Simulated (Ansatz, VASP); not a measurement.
## TaN in VASP and in Ansatz

File INCAR:

```
SYSTEM = TaN
PREC     = Accurate       ! precision mode
ENCUT    = 520            ! plane-wave cutoff, eV
EDIFF    = 1E-8           ! SCF threshold, eV
ISMEAR   = -1             ! smearing method
SIGMA    = 0.01           ! smearing width, eV
LREAL    = .FALSE.        ! projectors in reciprocal space
LASPH    = .TRUE.         ! aspherical terms in the spheres
NELM     = 80             ! most SCF steps
ALGO     = Normal         ! electronic algorithm
ISIF     = 2              ! what is computed and relaxed
LWAVE    = .FALSE.        ! write WAVECAR
LCHARG   = .FALSE.        ! write CHGCAR
GGA      = PS             ! functional
LEFG     = .TRUE.       
NBANDS   = 24             ! bands
```

KPOINTS

```
Automatic mesh
0
G
  9 9 5
  0 0 0
```

The input POSCAR:

```
TaN
1.0
    3.1098202203      0.0000000000      0.0000000000
   -1.5549101102      2.6931833120      0.0000000000
    0.0000000000      0.0000000000      5.0368873428
Ta N
2 2
Direct
    0.3333333333      0.6666666667      0.0000000000
    0.6666666667      0.3333333333      0.5000000000
    0.3333333333      0.6666666667      0.3850000000
    0.6666666667      0.3333333333      0.8850000000
```

Input for Ansatz:

```yaml
crystal:
  lattice:
    - [3.1098202203, 0.0, 0.0]
    - [-1.5549101102, 2.693183312, 0.0]
    - [0.0, 0.0, 5.0368873428]
  atoms:
    - { symbol: Ta, position: [0.3333333333, 0.6666666667, 0.0] }
    - { symbol: Ta, position: [0.6666666667, 0.3333333333, 0.5] }
    - { symbol: "N", position: [0.3333333333, 0.6666666667, 0.385] }
    - { symbol: "N", position: [0.6666666667, 0.3333333333, 0.885] }
kpoints:
  mp_grid: { grid: [9, 9, 5] }
scf:
  occupations: { method: fermi_dirac, width: 0.01 }
hamiltonian:
  xc: pbesol
  pseudopotentials: { kind: all_electron, datasets: crystal }
output:
  forces: true
  stress: true
  eigenvalues: true
  efg: { contact_densities: true }
```

Change from the starting cell: volume scaled by 1.06, crystal datasets.

Alike in both runs: task electric field gradients; functional PBEsol; k mesh 9 × 9 × 5; occupations fermi-dirac, width 0.01 eV; no spin polarisation.

|  | VASP | Ansatz |
| --- | --- | --- |
| version | VASP 6.6.1 | Ansatz 0.2.0 |
| potentials or method | VASP PAW PBE potentials, release 64 (Ta_pv, N), cutoff 520 eV | all-electron PAW with datasets made for the crystal, scalar-relativistic |

Ansatz gave:

```
pressure (GPa)                                                : 86.8
traceless stress, the component that is largest in VASP (GPa) : -12.27
rms of the force components (eV/Å)                            : 1.214
size of Vzz on the site where it differs most (V/Å²)          : 112.7
```

Task: What did VASP give for the same quantities?

Result: Pressure (GPa): 91.1; traceless stress, the component that is largest in VASP (GPa): -12.82; rms of the force components (eV/Å): 1.241; size of Vzz on the site where it differs most (V/Å²): 115.5.

VASP's potentials were made for PBE, not for PBEsol. Atom by atom the forces differ by 0.027 eV/Å (rms over components). Both programs put the cell under a high pressure, so it lies far from rest at this level. Ansatz ran all-electron here, and VASP with PAW potentials.

Neither program's run includes spin-orbit coupling. Noted on VASP's run: the cell as given lies far from equilibrium.
